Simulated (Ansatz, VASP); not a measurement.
# Two plane-wave programs on Os

```xyz
4
Lattice="1.9682 -4.1235 0.0000 1.9682 4.1235 0.0000 0.0000 0.0000 3.9158" Properties=species:S:1:pos:R:3 pbc="T T T"
Os    1.9682    2.8779    0.0000
Os    1.9682   -1.2456    1.9579
Os    1.9682   -2.8779    3.9158
Os    1.9682    1.2456    1.9579
```

Alike in both runs: functional r2SCAN; k mesh 6 × 6 × 4; occupations gaussian, width 0.1 eV; no spin polarisation.

Ansatz relaxed the structure, and its values are those at the end. VASP's run is a single point on that final structure, the one shown.

|  | VASP | Ansatz |
| --- | --- | --- |
| version | VASP 6.6.1 | Ansatz 0.2.0 |
| potentials or method | VASP PAW PBE potentials, release 64 (Os_sv_GW), cutoff 550 eV | scalar-relativistic, plane waves, PAW |
| valence electrons in the cell | 64 | 64 |

```tsv
	VASP	Ansatz	Ansatz less VASP
gap on the k mesh at the Fermi level (eV)	none	none	-
pressure (GPa)	-1.7	-0.1	+1.59
rms of the force components (eV/Å)	0.011	0.009	-0.0020
```

VASP's potentials were made for PBE, not for r2SCAN. A gap of «none» marks a metal or a gap that the smearing closes. With one functional, cell and mesh, what is left measures potentials, basis and numerics.

The k mesh is coarse, so the values compare programs but aren't converged. Neither program's run includes spin-orbit coupling.
